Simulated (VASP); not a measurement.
# Si6O11 (a cell with a defect) in VASP: a series of runs, part 2 of 2

VASP 6.6.1. The steps go on from the part before.

**3. Single point, PBE+D3(BJ) (atom 14 moved 0.500 of the way to it and +0.375 Å across, host rigid)**

The input, INCAR:

```
SYSTEM = Si6O11
ALGO = Normal ; EDIFF = 1E-7
ENCUT = 520 ; GGA = PE
ISIF = 2 ; ISMEAR = 0
IVDW = 12 ; LASPH = .True.
LCHARG = .False. ; LREAL = Auto
LWAVE = .False. ; NBANDS = 59
NELECT = 88.0 ; NELM = 80
PREC = Accurate ; SIGMA = 0.05
```

The input, KPOINTS:

```
k-points
0
Gamma
  4 4 2
  0 0 0
```

The input, POSCAR:

```
Si6O11
1.0
   -2.4573906087      4.2563253884      0.0000000000
    0.0000000000      0.0000000000      5.4210324304
    7.3721718262      4.2563253883      0.0000000000
Si O
6 11
Direct
    0.7669799462      0.6666666667      0.2330200538
    0.2669799462      0.6666666667      0.7330200538
    0.9660401075      0.3333333333      0.5000000000
    0.4660401075      0.3333333333      0.0000000000
    0.2669799462      0.0000000000      0.2669799462
    0.7669799462      0.0000000000      0.7669799462
    0.2730030153      0.2203350802      0.1370425925
    0.7730030153      0.2203350802      0.6370425925
    0.0690623811      0.8870017469      0.7949771961
    0.6579346037      0.5536684135      0.0679802114
    0.1579346037      0.5536684135      0.5679802114
    0.0690623811      0.7796649198      0.2050228039
    0.5690623811      0.7796649198      0.7050228039
    0.3739465414     -0.0384112901      0.3996350819
    0.6579346037      0.1129982531      0.9320197886
    0.7730030153      0.4463315865      0.3629574075
    0.2730030153      0.4463315865      0.8629574075
```

Potentials or basis: VASP PAW PBE potentials, release 64 (Si, O).

Launch:

```
$ cat potpaw_PBE.64/Si/POTCAR potpaw_PBE.64/O/POTCAR > POTCAR
$ mpirun -np 1 vasp_std > vasp.out
```

Run time: 3.4 min. Hardware: 1 thread of Intel Xeon 6975P-C (Granite Rapids), shared host; peak memory 0.38 GiB.

Results (log left out):

- Free energy: -130.9294 eV
- Largest force: 31.874 eV/Å
- Dispersion energy per atom: -0.143 eV

Forces on the atoms (eV/Å):
```
Si   -2.478   0.780  -2.381
Si    0.860   1.310   0.400
Si    3.511   0.634   2.900
Si   -1.522  -1.773  -0.494
Si  -18.285 -25.544   5.398
Si    0.778   0.398  -1.447
O     1.645   0.604  -1.022
O    -2.159  -0.075   0.233
O    -0.299  -0.175   0.019
O     1.287   1.203   1.816
O    -1.382  -1.428  -1.693
O     0.848  -1.678   0.353
O    -0.151   0.091   0.033
O    16.762  25.399  -4.144
O     0.568   0.234   0.449
O    -0.180  -0.219  -0.288
O     0.197   0.239  -0.134
```

Levels at points of the mesh, in eV from the Fermi level:
| k point | band 41 | band 42 | band 43 | band 44 | band 45 | band 46 | band 47 | band 48 |
| --- | --- | --- | --- | --- | --- | --- | --- | --- |
| (0.00, 0.00, 0.00) | -1.00 | -0.77 | -0.53 | -0.13 | -0.04 | 2.01 | 5.49 | 5.77 |
| (0.50, 0.00, 0.00) | -1.11 | -0.80 | -0.28 | -0.18 | 1.20 | 1.30 | 5.14 | 5.83 |
| (0.00, 0.50, 0.00) | -1.16 | -0.65 | -0.54 | -0.03 | 0.74 | 1.30 | 5.56 | 5.99 |
| (0.50, 0.50, 0.00) | -0.95 | -0.68 | -0.61 | -0.56 | 0.54 | 2.06 | 5.16 | 5.78 |
| (0.00, 0.00, 0.50) | -0.99 | -0.76 | -0.47 | -0.06 | -0.01 | 1.95 | 5.35 | 5.79 |
| (0.50, 0.00, 0.50) | -1.06 | -0.79 | -0.30 | -0.18 | 1.15 | 1.32 | 5.14 | 5.82 |
| (0.00, 0.50, 0.50) | -1.20 | -0.65 | -0.56 | -0.02 | 0.77 | 1.29 | 5.55 | 5.96 |
| (0.50, 0.50, 0.50) | -0.92 | -0.67 | -0.55 | -0.51 | 0.44 | 2.10 | 5.17 | 5.74 |

Caveat: the k points lie up to 0.37 Å⁻¹ apart; the cell carries a net charge on a neutralising background, which shifts energy and pressure; the cell differs from its parent crystal (atom 14 moved 0.500 of the way to it and +0.375 Å across, host rigid); the cell is charged against a uniform background, so pressure and absolute levels hang on convention.

**4. Single point, PBE+D3(BJ) (atom 14 moved 0.375 of the way to it and +0.250 Å across, host rigid)**

The input, INCAR:

```
PREC = Accurate ; ENCUT = 520
EDIFF = 1E-6 ; ISMEAR = 0
SIGMA = 0.05 ; LREAL = Auto
LASPH = True ; NELM = 60
ALGO = Normal ; ISIF = 2
LWAVE = False ; LCHARG = True
GGA = PE ; IVDW = 12
LELF = True ; LVHAR = True
NELECT = 88.0 ; NBANDS = 59
```

The input, KPOINTS:

```
Automatic mesh
0
Gamma
  4 4 2
```

POSCAR: that of step 3 with these lines changed.

```diff
@@ -21,3 +21,3 @@
     0.5690623811      0.7796649198      0.7050228039
-    0.3739465414     -0.0384112901      0.3996350819
+    0.3190728862      0.0026420365      0.4047198761
     0.6579346037      0.1129982531      0.9320197886
```

Launch:

```
$ cat potpaw_PBE.64/Si/POTCAR potpaw_PBE.64/O/POTCAR > POTCAR
$ mpirun -np 1 vasp_std > vasp.out
```

Run time: 3 min. Hardware: 1 thread of Intel Xeon 6975P-C (Granite Rapids), shared host; peak memory 0.37 GiB.

Results (log left out):

```
Free energy                : -128.7624 eV
Largest force              : 44.736 eV/Å
Dispersion energy per atom : -0.143 eV
```

Forces on the atoms (eV/Å):
```
Si   -2.716   1.045  -2.550
Si    0.663   0.911   0.289
Si    3.047   1.213   2.282
Si   -1.290  -1.797  -0.661
Si  -32.546 -30.691   0.368
Si    0.524   0.386  -1.152
O     1.027   0.597  -0.931
O    -2.095  -0.076   0.164
O    -0.199  -0.101   0.000
O     1.100   1.103   1.710
O    -1.285  -1.314  -1.601
O     0.416  -1.384   0.057
O    -0.168   0.087   0.059
O    32.955  29.772   1.930
O     0.563   0.253   0.434
O    -0.198  -0.242  -0.302
O     0.203   0.239  -0.099
```

Levels at points of the mesh, in eV from the Fermi level:
```
           k point  band 42  band 43  band 44  band 45  band 46  band 47
(0.00, 0.00, 0.00)    -0.71    -0.57    -0.19    -0.03     2.66     5.66
(0.50, 0.00, 0.00)    -0.76    -0.25    -0.14     0.92     2.14     4.96
(0.00, 0.50, 0.00)    -0.63    -0.49    -0.02     0.33     2.17     5.87
(0.50, 0.50, 0.00)    -0.65    -0.61    -0.53     0.63     2.61     4.82
(0.00, 0.00, 0.50)    -0.68    -0.48    -0.16    -0.04     2.62     5.66
(0.50, 0.00, 0.50)    -0.75    -0.27    -0.15     0.92     2.11     4.96
(0.00, 0.50, 0.50)    -0.62    -0.51    -0.01     0.34     2.19     5.84
(0.50, 0.50, 0.50)    -0.65    -0.54    -0.47     0.55     2.64     4.83
```

Caveat: the k points lie up to 0.37 Å⁻¹ apart; the cell carries a net charge on a neutralising background, which shifts energy and pressure; the cell differs from its parent crystal (atom 14 moved 0.375 of the way to it and +0.250 Å across, host rigid); the cell is charged against a uniform background, so pressure and absolute levels hang on convention.

**5. Single point, PBE+D3(BJ) (atom 14 moved -0.125 of the way to it and -0.250 Å across, host rigid)**

The input, INCAR:

```
SYSTEM = Si6O11
PREC = Accurate ; ENCUT = 520
EDIFF = 1E-7 ; ISMEAR = 0
SIGMA = 0.05 ; LREAL = Auto
LASPH = .TRUE. ; NELM = 80
ALGO = Normal ; ISIF = 2
LWAVE = .FALSE. ; LCHARG = .FALSE.
GGA = PE ; IVDW = 12
NBANDS = 59 ; NELECT = 88.0
```

The input, KPOINTS:

```
regular mesh
0
G
  4 4 2
  0 0 0
```

POSCAR: that of step 4 with these lines changed.

```diff
@@ -21,3 +21,3 @@
     0.5690623811      0.7796649198      0.7050228039
-    0.3190728862      0.0026420365      0.4047198761
+    0.0995782655      0.1668553432      0.4250590530
     0.6579346037      0.1129982531      0.9320197886
```

Launch:

```
$ cat potpaw_PBE.64/Si/POTCAR potpaw_PBE.64/O/POTCAR > POTCAR
$ mpirun -np 1 vasp_std > vasp.out
```

It took 3.8 min on 1 thread of Intel Xeon 6975P-C (Granite Rapids), shared host; peak memory 0.38 GiB.

It converged, with:

```
Free energy                : -132.2891 eV
Largest force              : 32.190 eV/Å
Dispersion energy per atom : -0.142 eV
```

Forces on the atoms (eV/Å):
```
Si   -0.467   0.066  -2.492
Si    0.038  -0.176  -0.226
Si   18.434  -4.110  18.450
Si   -1.284  -0.701  -0.232
Si    2.353  -1.505   2.441
Si   -0.042   0.041   0.240
O     0.742   0.765  -0.865
O     0.723  -0.229  -0.037
O     0.014   0.130   0.022
O     0.563   0.616   1.205
O     0.157   0.179   0.668
O     0.347   0.513   0.795
O    -0.200   0.036   0.049
O   -22.150   6.490 -22.437
O     0.498   0.154   0.224
O    -0.037  -2.447   2.306
O     0.311   0.178  -0.111
```

Levels at points of the mesh, in eV from the Fermi level:
```
           k point  band 40  band 41  band 42  band 43  band 44  band 45  band 46  band 47  band 48  band 49
(0.00, 0.00, 0.00)    -0.79    -0.72    -0.54    -0.24    -0.18    -0.03     3.99     6.59     6.76     7.36
(0.50, 0.00, 0.00)    -0.74    -0.63    -0.53    -0.04     0.04     0.49     3.33     6.44     6.80     8.30
(0.00, 0.50, 0.00)    -0.97    -0.80    -0.26    -0.23    -0.01     0.01     3.70     6.71     7.29     8.41
(0.50, 0.50, 0.00)    -0.68    -0.55    -0.52    -0.48    -0.26     0.33     3.55     6.49     6.77     8.69
(0.00, 0.00, 0.50)    -0.79    -0.72    -0.45    -0.25    -0.16    -0.02     3.99     6.28     7.28     7.75
(0.50, 0.00, 0.50)    -0.82    -0.55    -0.46    -0.04     0.02     0.50     3.35     6.40     6.76     8.32
(0.00, 0.50, 0.50)    -0.85    -0.83    -0.41    -0.27    -0.07     0.10     3.69     6.78     7.32     8.42
(0.50, 0.50, 0.50)    -0.70    -0.60    -0.51    -0.27    -0.18     0.25     3.54     6.51     6.76     8.80
```

Caveat: the k points lie up to 0.37 Å⁻¹ apart; the cell carries a net charge on a neutralising background, which shifts energy and pressure; the cell differs from its parent crystal (atom 14 moved -0.125 of the way to it and -0.250 Å across, host rigid); the cell is charged against a uniform background, so pressure and absolute levels hang on convention.

**6. Single point, PBE+D3(BJ) (atom 14 moved 0.125 of the way to it and +0.000 Å across, host rigid)**

The input, INCAR:

```
PREC     = Accurate       # precision mode
ENCUT    = 520            # plane-wave cutoff, eV
EDIFF    = 1E-6           # SCF threshold, eV
ISMEAR   = 0              # smearing method
SIGMA    = 0.05           # smearing width, eV
LREAL    = Auto         
LASPH    = T              # aspherical terms in the spheres
NELM     = 60             # most SCF steps
ALGO     = Normal         # electronic algorithm
ISIF     = 2              # what is computed and relaxed
LWAVE    = F              # write WAVECAR
LCHARG   = F              # write CHGCAR
GGA      = PE             # functional
IVDW     = 12             # dispersion correction
NBANDS   = 59             # bands
NELECT   = 88.0
```

The input, KPOINTS:

```
Automatic mesh
0
Gamma
  4 4 2
```

POSCAR: that of step 5 with these lines changed.

```diff
@@ -21,3 +21,3 @@
     0.5690623811      0.7796649198      0.7050228039
-    0.0995782655      0.1668553432      0.4250590530
+    0.2093255759      0.0847486898      0.4148894645
     0.6579346037      0.1129982531      0.9320197886
```

Potentials or basis: VASP PAW PBE potentials, release 64 (Si, O).

Launch:

```
$ cat potpaw_PBE.64/Si/POTCAR potpaw_PBE.64/O/POTCAR > POTCAR
$ mpirun -np 1 vasp_std > vasp.out
```

It took 3.7 min on 1 thread of Intel Xeon 6975P-C (Granite Rapids), shared host; peak memory 0.37 GiB.

Results (log left out):

```
Free energy                : -134.8756 eV
Largest force              : 17.347 eV/Å
Dispersion energy per atom : -0.142 eV
```

Forces on the atoms (eV/Å):
```
Si   -1.700   0.689  -2.452
Si    0.136   0.011  -0.120
Si    0.230   2.205  -0.424
Si   -1.071  -1.194  -0.622
Si  -12.507  -5.960  -3.300
Si    0.082   0.188  -0.234
O     0.054   0.664  -0.815
O    -1.194  -0.074  -0.073
O    -0.008   0.117   0.012
O     0.720   0.798   1.384
O    -0.626  -0.620  -0.755
O    -0.017  -0.196   0.025
O    -0.172   0.051   0.087
O    15.543   3.609   6.805
O     0.510   0.199   0.319
O    -0.226  -0.641   0.227
O     0.246   0.154  -0.063
```

Levels at points of the mesh, in eV from the Fermi level:
```tsv
k point	band 42	band 43	band 44	band 45	band 46	band 47
(0.00, 0.00, 0.00)	-0.57	-0.44	-0.18	-0.02	5.23	6.00
(0.50, 0.00, 0.00)	-0.57	-0.10	-0.04	0.73	3.80	6.87
(0.00, 0.50, 0.00)	-0.40	-0.30	-0.02	0.08	4.52	6.75
(0.50, 0.50, 0.00)	-0.56	-0.53	-0.45	0.57	4.19	6.18
(0.00, 0.00, 0.50)	-0.48	-0.40	-0.19	-0.02	5.24	5.83
(0.50, 0.00, 0.50)	-0.57	-0.11	-0.05	0.74	3.81	6.81
(0.00, 0.50, 0.50)	-0.48	-0.34	-0.01	0.09	4.56	6.76
(0.50, 0.50, 0.50)	-0.57	-0.38	-0.33	0.51	4.18	6.27
```

Caveat: the k points lie up to 0.37 Å⁻¹ apart; the cell carries a net charge on a neutralising background, which shifts energy and pressure; the cell differs from its parent crystal (atom 14 moved 0.125 of the way to it and +0.000 Å across, host rigid); the cell is charged against a uniform background, so pressure and absolute levels hang on convention.
